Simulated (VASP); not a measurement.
A run of VASP 6.6.1:

Contents of INCAR:

```
ALGO = Normal
EDIFF = 1E-6
ENCUT = 520
GGA = PE
ISIF = 2
ISMEAR = -1
ISPIN = 2
LASPH = T
LCHARG = F
LMAXMIX = 4
LORBIT = 11
LREAL = F
LWAVE = F
MAGMOM = 1 1
NBANDS = 21
NELM = 150
PREC = Accurate
SIGMA = 0.1
```

KPOINTS

```
k-points
0
Gamma
  21 21 11
```

File POSCAR:

```
Ni
1.0
    2.1075499080      0.0000000000      0.0000000000
   -1.0537749540      1.8251917601      0.0000000000
    0.0000000000      0.0000000000      3.4603436609
Ni
2
Direct
    0.3333333333      0.6666666667      0.2500000000
    0.6666666667      0.3333333333      0.7500000000
```

Potentials or basis: VASP PAW PBE potentials, release 64 (Ni).

Command:

```sh
$ cat potpaw_PBE.64/Ni/POTCAR > POTCAR
$ mpirun -np 1 vasp_std > vasp.out
```

Hardware: 1 thread of Intel(R) Xeon(R) Platinum 8259CL CPU @ 2.50GHz (Skylake/Cascade Lake), with other jobs on the host.

Q: Estimate the wall time of this run.

A: Run time: 110 s on 1 thread of Intel(R) Xeon(R) Platinum 8259CL CPU @ 2.50GHz (Skylake/Cascade Lake), with other jobs on the host, peak memory 0.22 GiB. Counts: scf iterations 13, k points 288.
